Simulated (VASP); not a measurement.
# RbCl (Fm-3m) in VASP: a series of runs, part 2 of 2

VASP 6.6.1. Earlier steps stand in the parts before.

### 5 Single point, r2SCAN (36.89 Å³/atom)

This run uses another cell than the first one, of 36.89 Å³/atom.

The input, POSCAR:

```
RbCl
1.0
    0.0000000000      3.3287997831      3.3287997831
    3.3287997831      0.0000000000      3.3287997831
    3.3287997831      3.3287997831      0.0000000000
Rb Cl
1 1
Direct
    0.5000000000      0.5000000000      0.5000000000
    0.0000000000      0.0000000000      0.0000000000
```

The input, INCAR.step1:

```
  PREC = Accurate
  ENCUT = 550
  ISMEAR = 0
  SIGMA = 0.05
  LREAL = False
  LASPH = True
  NELM = 120
  NBANDS = 15
  GGA = PE
  ALGO = Normal
  EDIFF = 1E-5
  LWAVE = True
  LCHARG = False
  GGA_COMPAT = False
```

The input, INCAR.step2:

```
  PREC = Accurate
  ENCUT = 550
  EDIFF = 1E-6
  ISMEAR = 0
  SIGMA = 0.05
  LREAL = False
  LASPH = True
  NELM = 120
  ALGO = Normal
  ISIF = 2
  LWAVE = False
  LCHARG = True
  METAGGA = R2SCAN
  LMIXTAU = True
  LELF = True
  LVHAR = True
  NBANDS = 15
  ISTART = 1
  GGA_COMPAT = False
```

The input, KPOINTS:

```
regular mesh
0
Gamma
  6 6 6
```

Potentials or basis: VASP PAW PBE potentials, release 64 (Rb_sv, Cl).

Started as:

```console
> cat potpaw_PBE.64/Rb_sv/POTCAR potpaw_PBE.64/Cl/POTCAR > POTCAR
> cp INCAR.step1 INCAR
> mpirun -np 1 vasp_std > vasp.out
> cp INCAR.step2 INCAR
> mpirun -np 1 vasp_std > vasp.out
```

OUTCAR:

```text
PREC = Accurate
   ENCUT = 550
   EDIFF = 1E-6
   ISMEAR = 0
   LREAL = False
   LASPH = True
   NELM = 120
   ISIF = 2
   METAGGA = R2SCAN
   ISTART = 1

 ion  position               nearest neighbor table
   1  0.500  0.500  0.500-   2 3.33   2 3.33   2 3.33   2 3.33   2 3.33   2 3.33
   2  0.000  0.000  0.000-   1 3.33   1 3.33   1 3.33   1 3.33   1 3.33   1 3.33

  LATTYP: Found a face centered cubic cell.
 ALAT       =     6.6575995662

  Lattice vectors:

 A1 = (   0.0000000000,   3.3287997831,   3.3287997831)
 A2 = (   3.3287997831,   0.0000000000,   3.3287997831)
 A3 = (   3.3287997831,   3.3287997831,   0.0000000000)

Analysis of symmetry for initial positions (statically):
=====================================================================
 Subroutine PRICEL returns:
 Original cell was already a primitive cell.

 Routine SETGRP: Setting up the symmetry group for a
 face centered cubic supercell.

 Subroutine GETGRP returns: Found 48 space group operations
 (whereof 48 operations were pure point group operations)
 out of a pool of 48 trial point group operations.

The static configuration has the point symmetry O_h .

Analysis of symmetry for dynamics (positions and initial velocities):
=====================================================================
 Subroutine PRICEL returns:
 Original cell was already a primitive cell.

 Routine SETGRP: Setting up the symmetry group for a
 face centered cubic supercell.

 Subroutine GETGRP returns: Found 48 space group operations
 (whereof 48 operations were pure point group operations)
 out of a pool of 48 trial point group operations.

The dynamic configuration has the point symmetry O_h .

 Subroutine INISYM returns: Found 48 space group operations
 (whereof 48 operations are pure point group operations),
 and found     1 'primitive' translations

----------------------------------------------------------------------------------------

                                     Primitive cell

  volume of cell :      73.7722

[... 108 lines left out ...]
   LEPSILON=     F    determine dielectric tensor
   LRPA    =     F    only Hartree local field effects (RPA)
 non-spin polarized calculation
 Gauss-broadening in eV      SIGMA  =   0.05
  energy-cutoff  :      550.00
  volume of cell :       73.77
 maximum number of plane-waves:      2200
   NGX = 17   NGY = 17   NGZ = 17

 number of electron      16.0000001 magnetization

 Free energy of the ion-electron system (eV)
  ---------------------------------------------------
  ext. energy  EPLUGINS =         0.00000000
  ---------------------------------------------------
  free energy    TOTEN  =       -24.38451876 eV

  energy without entropy =      -24.38451876  energy(sigma->0) =      -24.38451876

 E-fermi :  -2.2104     XC(G=0):  -7.6268

 val. band max:       -2.4211759777   @ k =   0.0000   0.0000   0.0000
 cond. band min:       3.0701508710   @ k =   0.0000   0.0000   0.0000
 fundamental gap:      5.4913268487
 Fermi energy:        -2.2104029993

 k-point     1 :       0.0000    0.0000    0.0000
  band No.  band energies     occupation
      1     -27.1440      2.00000
      2     -14.9372      2.00000
      3     -10.6469      2.00000
      4     -10.6469      2.00000
      5     -10.6469      2.00000
      6      -2.4212      2.00000
      7      -2.4212      2.00000
      8      -2.4212      2.00000
      9       3.0702      0.00000
     10       6.1721      0.00000
     11       6.1721      0.00000
     12       6.1721      0.00000
     13       7.3201      0.00000
     14       7.3201      0.00000
[... 257 lines left out ...]
      2     -14.9135      2.00000
      3     -10.8373      2.00000
      4     -10.7691      2.00000
      5     -10.6620      2.00000
      6      -2.7503      2.00000
      7      -2.7104      2.00000
      8      -2.6008      2.00000
      9       4.9468      0.00000
     10       6.5431      0.00000
     11       7.0729      0.00000
     12       8.1773      0.00000
     13       9.2014      0.00000
     14       9.9775      0.00000
     15      10.4072      0.00000

------------------------ aborting loop because EDIFF is reached ----------------------------------------

  FORCE on cell =-STRESS in cart. coord.  units (eV):
  Direction    XX          YY          ZZ          XY          YZ          ZX
  --------------------------------------------------------------------------------------
  -------------------------------------------------------------------------------------
  Total       -0.1394405     -0.1394405     -0.1394405      0.0000000      0.0000000     -0.0000000
  in kB       -3.0283524     -3.0283524     -3.0283524      0.0000000      0.0000000     -0.0000000
  external PRESSURE =      -3.0283524 kB  Pullay stress =       0.0000000 kB

 VOLUME and BASIS-vectors are now :
 -----------------------------------------------------------------------------
  energy-cutoff  :      550.00
  volume of cell :       73.77
      direct lattice vectors                 reciprocal lattice vectors
     0.000000000  3.328799783  3.328799783    -0.150204288  0.150204288  0.150204288
     3.328799783  0.000000000  3.328799783     0.150204288 -0.150204288  0.150204288
     3.328799783  3.328799783  0.000000000     0.150204288  0.150204288 -0.150204288

 POSITION                                       TOTAL-FORCE (eV/Angst)
 -----------------------------------------------------------------------------------
      3.32880      3.32880      3.32880        -0.000000     -0.000000     -0.000000
      0.00000      0.00000      0.00000         0.000000      0.000000      0.000000
 -----------------------------------------------------------------------------------
    total drift:                                0.000000      0.000000      0.000000

  FREE ENERGIE OF THE ION-ELECTRON SYSTEM (eV)
  ---------------------------------------------------
  free  energy   TOTEN  =       -24.3845187613 eV

  energy  without entropy=      -24.3845187612  energy(sigma->0) =      -24.38451876
```

OUTCAR.step1:

```text
PREC = Accurate
   ENCUT = 550
   ISMEAR = 0
   LREAL = False
   LASPH = True
[... 498 lines left out ...]
      3.32880      3.32880      3.32880        -0.000000     -0.000000     -0.000000
      0.00000      0.00000      0.00000         0.000000      0.000000      0.000000
 -----------------------------------------------------------------------------------
    total drift:                                0.000000      0.000000      0.000000

  FREE ENERGIE OF THE ION-ELECTRON SYSTEM (eV)
  ---------------------------------------------------
  free  energy   TOTEN  =        -6.6745321875 eV

  energy  without entropy=       -6.6745321875  energy(sigma->0) =       -6.67453219
```

OSZICAR.step1:

```text
N       E                     dE             d eps       ncg     rms          rms(c)
DAV:   1     0.780670714955E+02    0.78067E+02   -0.66357E+03   480   0.915E+02
DAV:   2    -0.177548358678E+01   -0.79843E+02   -0.73636E+02   692   0.179E+02
DAV:   3    -0.688570382321E+01   -0.51102E+01   -0.50811E+01   665   0.425E+01
DAV:   4    -0.704736906157E+01   -0.16167E+00   -0.16164E+00   713   0.553E+00
DAV:   5    -0.704844260584E+01   -0.10735E-02   -0.10735E-02   649   0.501E-01    0.304E+00
DAV:   6    -0.668216991075E+01    0.36627E+00   -0.50805E-01   578   0.344E+00    0.231E+00
DAV:   7    -0.665829814771E+01    0.23872E-01   -0.12013E-01   641   0.182E+00    0.140E+00
DAV:   8    -0.667270122699E+01   -0.14403E-01   -0.18893E-02   572   0.830E-01    0.178E-01
DAV:   9    -0.667388472358E+01   -0.11835E-02   -0.14691E-03   620   0.207E-01    0.102E-01
DAV:  10    -0.667450812057E+01   -0.62340E-03   -0.54275E-04   515   0.147E-01    0.144E-02
DAV:  11    -0.667452698120E+01   -0.18861E-04   -0.27991E-05   605   0.346E-02    0.133E-02
DAV:  12    -0.667453218748E+01   -0.52063E-05   -0.12766E-05   507   0.201E-02
   1 F= -.66745322E+01 E0= -.66745322E+01  d E =-.772718E-16
```

Wall time 65 s (1 thread of Intel Xeon Platinum 8488C (Sapphire Rapids), shared host); peak memory 0.21 GiB.

What came out:

```
Free energy            : -24.3845 eV
Pressure               : -0.3 GPa
Band gap on the k mesh : 5.49 eV
```

Levels at points of the mesh, in eV from the valence-band top:
```tsv
k point	band 4	band 5	band 6	band 7	band 8	band 9	band 10	band 11	band 12	band 13
(0.00, 0.00, 0.00)	-8.23	-8.23	0.00	0.00	0.00	5.49	8.59	8.59	8.59	9.74
(0.50, 0.00, 0.00)	-8.24	-8.21	-0.80	-0.30	-0.30	8.11	8.41	10.78	10.78	11.96
(0.50, 0.50, 0.00)	-8.31	-8.31	-0.33	-0.10	-0.10	6.69	8.75	10.02	10.87	11.19
```

Caveat: the PAW data sets were made with another functional, which shifts forces and pressure a little.

### 6 Overview

| cell | smearing | gap on the mesh (eV) | pressure (GPa) |
| --- | --- | --- | --- |
| a = 4.677 Å, angles 60.0°, 2 atoms | gaussian 0.05 eV | 5.55 | 0.0 |
| a = 4.677 Å, angles 60.0°, 2 atoms | methfessel-paxton 0.1 eV | 5.56 | 0.0 |
| a = 4.708 Å, angles 60.0°, 2 atoms | gaussian 0.05 eV | 5.49 | -0.3 |

Alike in all rows: task single point; level r2SCAN; potentials or basis VASP PAW PBE potentials, release 64 (Rb_sv, Cl); no spin polarisation; k mesh 6 × 6 × 6; cutoff (eV) 550.

Caveats: the PAW data sets were made with another functional, which shifts forces and pressure a little.

Absolute energies hang on the potentials; compare differences alone.
